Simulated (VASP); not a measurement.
HfC, 4 atoms in the cell. The structure is hexagonal, space group P6_3/mmc (No. 194). Conventional cell: a = 3.343 Å, b = 3.343 Å, c = 5.203 Å, α = 90.00°, β = 90.00°, γ = 120.00°. Hf (site symmetry -6m2) has 6 C at 2.33 Å within 3.1 Å. Within 3.1 Å of C (site symmetry -3m) lie 6 Hf at 2.33 Å and 2 C at 2.60 Å. 

| Quantity | Value |
| --- | --- |
| Program | VASP 6.6.1 |
| Task | single point |
| Functional | PBEsol |
| Potentials or basis | VASP PAW PBE potentials, release 64 (Hf_pv, C) |
| Cutoff | 520 eV |
| k mesh | 9 × 9 × 5 |
| Occupations | fermi-dirac, width 0.05 eV |
| Spin | no spin polarisation |
| Dipole correction | no |
| Further INCAR settings | ALGO = Normal; EDIFF = 1e-07; NBANDS = 22 |

Potentials or basis: VASP PAW PBE potentials, release 64 (Hf_pv, C).

The run is started by

```bash
$ cat potpaw_PBE.64/Hf_pv/POTCAR potpaw_PBE.64/C/POTCAR > POTCAR
$ mpirun -np 1 vasp_std > vasp.out
```

Hardware: 1 thread of AMD EPYC 7R13 Processor (Zen 3), on a shared host.

Question: How long does it take, and how much memory?

Answer: Run time: 31 s on 1 thread of AMD EPYC 7R13 Processor (Zen 3), with other jobs on the host, peak memory 0.17 GiB. Counts: scf iterations 14, k points 36.
